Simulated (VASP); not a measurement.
Wanted: the native input for a VASP 6.6.1 run.

```
Task                   : relaxation of shape and atoms at fixed volume
Functional             : PBE
Dispersion             : D3(BJ)
Potentials or basis    : VASP PAW PBE potentials, release 64 (Bi_d)
Cutoff                 : 600 eV
k mesh                 : 12 × 12 × 12
Occupations            : gaussian, width 0.1 eV
Spin                   : no spin polarisation
Dipole correction      : no
Further INCAR settings : ALGO = Fast; EDIFF = 1e-06; IBRION = 2; EDIFFG = -0.01; NSW = 50; ISIF = 4
```

The structure of Bi lies in POSCAR:

```
Bi
1.0
    2.2257119901      1.2850154166      3.7866037517
   -2.2257119901      1.2850154166      3.7866037517
    0.0000000000     -2.5700308333      3.7866037517
Bi
2
Direct
    0.2385673326      0.2385673326      0.2385673326
    0.7614326674      0.7614326674      0.7614326674
```

The input as run:

INCAR

```
SYSTEM = Bi
ALGO     = Fast           ! electronic algorithm
EDIFF    = 1E-6           ! SCF threshold, eV
EDIFFG   = -0.01          ! ionic threshold
ENCUT    = 600            ! plane-wave cutoff, eV
GGA      = PE             ! functional
IBRION   = 2              ! ionic algorithm
ISIF     = 4              ! what is computed and relaxed
ISMEAR   = 0              ! smearing method
IVDW     = 12             ! dispersion correction
LASPH    = .TRUE.         ! aspherical terms in the spheres
LCHARG   = .FALSE.        ! write CHGCAR
LREAL    = .FALSE.        ! projectors in reciprocal space
LWAVE    = .FALSE.        ! write WAVECAR
NELM     = 80             ! most SCF steps
NSW      = 50             ! ionic steps
PREC     = Accurate       ! precision mode
SIGMA    = 0.1            ! smearing width, eV
```

KPOINTS

```
k-points
0
G
  12 12 12
  0 0 0
```

Potentials or basis: VASP PAW PBE potentials, release 64 (Bi_d).

The run is started by

```console
$ cat potpaw_PBE.64/Bi_d/POTCAR > POTCAR
$ mpirun -np 1 vasp_std > vasp.out
```

Results of the run:

```yaml
Energy_gained_by_relaxing: 1.3 meV/atom
Ionic_steps: 9
Pressure_after_relaxing: 2.9 GPa
Largest_force_after_relaxing: 0.007 eV/Å
Band_gap_on_the_k_mesh: zero (bands 15 and 16 overlap by 0.25 eV)
Dispersion_energy_per_atom: -0.492 eV
```

Caveat: spin-orbit coupling is left out, which moves the levels of the heavy elements.

Run time: 25 min on 1 thread of Intel(R) Xeon(R) Platinum 8259CL CPU @ 2.50GHz (Skylake/Cascade Lake) (shared host), peak memory 0.42 GiB.
